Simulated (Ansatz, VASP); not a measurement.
# In2GaP3: VASP beside Ansatz

Contents of INCAR:

```
PREC = Accurate
ENCUT = 520
EDIFF = 1E-6
ISMEAR = 0
SIGMA = 0.1
LREAL = False
LASPH = True
NELM = 80
ALGO = Normal
ISIF = 2
LWAVE = False
LCHARG = True
GGA = PE
LELF = True
LVHAR = True
NBANDS = 36
```

Contents of KPOINTS:

```
regular mesh
0
Gamma
  3 3 3
```

The input POSCAR:

```
In2GaP3
1.0
    3.1864626500      1.8397050700      4.1346745300
   -3.1864626500      1.8397050700      4.1346745300
    0.0000000000     -3.6794101300      4.1346745300
In Ga P
2 1 3
Direct
    0.2999800600      0.2999800600      0.2999800600
    0.7000199400      0.7000199400      0.7000199400
    0.0000000000      0.0000000000      0.0000000000
    0.5000000000      0.5000000000      0.0000000000
    0.0000000000      0.5000000000      0.5000000000
    0.5000000000      0.0000000000      0.5000000000
```

Input for Ansatz:

```yaml
crystal:
  lattice:
    - [3.18646265, 1.83970507, 4.13467453]
    - [-3.18646265, 1.83970507, 4.13467453]
    - [0.0, -3.67941013, 4.13467453]
  atoms:
    - { symbol: In, position: [0.29998006, 0.29998006, 0.29998006] }
    - { symbol: In, position: [0.70001994, 0.70001994, 0.70001994] }
    - { symbol: Ga, position: [0.0, 0.0, 0.0] }
    - { symbol: P, position: [0.5, 0.5, 0.0] }
    - { symbol: P, position: [0.0, 0.5, 0.5] }
    - { symbol: P, position: [0.5, 0.0, 0.5] }
basis:
  ecutwfc: 420
kpoints:
  mp_grid: { grid: [3, 3, 3] }
hamiltonian:
  xc: pbe
scf:
  occupations: { method: gaussian, width: 0.1 }
  lower_state_search: "off"
output:
  forces: true
  stress: true
  eigenvalues: true
```

Alike in both runs: task single point; functional PBE; k mesh 3 × 3 × 3; occupations gaussian, width 0.1 eV; no spin polarisation.

```csv
,VASP,Ansatz
version,VASP 6.6.1,Ansatz 0.2.0
potentials or method,"VASP PAW PBE potentials, release 64 (In_d, Ga_d, P), cutoff 520 eV","scalar-relativistic, plane waves, PAW"
valence electrons in the cell,54,54
```

```csv
,VASP,Ansatz,Ansatz less VASP
gap on the k mesh at the Fermi level (eV),none,none,-
rms of the force components (eV/Å),3.279,3.341,+0.0616
```

Atom by atom the forces differ by 0.062 eV/Å (rms over components). A gap of «none» marks a metal or a gap that the smearing closes.

The k mesh is coarse, so the values compare programs but aren't converged.
